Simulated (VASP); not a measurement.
A run of VASP 6.6.1 is set up as follows.

INCAR

```
SYSTEM = NaCl
  ALGO = Normal
  EDIFF = 1E-6
  ENCUT = 520
  GGA = PS
  ISIF = 2
  ISMEAR = 0
  LASPH = .True.
  LCHARG = .False.
  LREAL = .False.
  LWAVE = .False.
  NBANDS = 14
  NELM = 100
  PREC = Accurate
  SIGMA = 0.05
```

The input KPOINTS:

```
k-points
0
Gamma
  8 8 8
  0 0 0
```

POSCAR

```
NaCl
1.0
   -0.0707937500      2.8317500000      2.8317500000
    2.7609562500      0.0000000000      2.7609562500
    2.8317500000      2.8317500000     -0.0707937500
Na Cl
1 1
Direct
    0.0000000000      0.0000000000      0.0000000000
    0.5000000000      0.5000000000      0.5000000000
```

Potentials or basis: VASP PAW PBE potentials, release 64 (Na_pv, Cl).

Launch:

```sh
$ cat potpaw_PBE.64/Na_pv/POTCAR potpaw_PBE.64/Cl/POTCAR > POTCAR
$ mpirun -np 1 vasp_std > vasp.out
```

(1) Predict the pressure.

(2) What does it give for the band gap on the k mesh?

Results:

(1) -0.8 GPa.

(2) 4.78 eV, direct.

Caveat: the cell differs from its parent crystal (strain -0.0500 x Voigt [0, 0, 0, 0, 1, 0]); the PAW data sets were made with another functional, which shifts forces and pressure a little.
